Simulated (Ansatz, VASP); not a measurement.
# Two plane-wave programs on Al2O3

```
CELL_PARAMETERS angstrom
2.44217 1.40999 4.14273
-2.44217 1.40999 4.14273
0.00000 -2.81997 4.14273
ATOMIC_POSITIONS crystal
Al 0.85972 0.85972 0.85972
Al 0.64028 0.64028 0.64028
Al 0.14028 0.14028 0.14028
Al 0.35972 0.35972 0.35972
O 0.05586 0.44414 0.75000
O 0.75000 0.05586 0.44414
O 0.44414 0.75000 0.05586
O 0.94414 0.55586 0.25000
O 0.25000 0.94414 0.55586
O 0.55586 0.25000 0.94414
```

Alike in both runs: task single point; functional PBEsol; k mesh 6 × 6 × 6; occupations gaussian, width 0.05 eV; no spin polarisation.

|  | VASP | Ansatz |
| --- | --- | --- |
| version | VASP 6.6.1 | Ansatz 0.2.0 |
| potentials or method | VASP PAW PBE potentials, release 64 (Al, O), cutoff 520 eV | scalar-relativistic, plane waves, PAW |
| valence electrons in the cell | 48 | 48 |

```csv
,VASP,Ansatz,Ansatz less VASP
gap on the k mesh at the Fermi level (eV),5.16,5.15,-0.004
least direct gap on the mesh (eV),5.16,5.15,-0.004
pressure (GPa),-0.1,-0.2,-0.10
"traceless stress, the component that is largest in VASP (GPa)",11.90,11.98,+0.082
rms of the force components (eV/Å),0.424,0.421,-0.0027
```

VASP's potentials were made for PBE, not for PBEsol, and Ansatz warns of the same on its side. Atom by atom the forces differ by 0.003 eV/Å (rms over components).
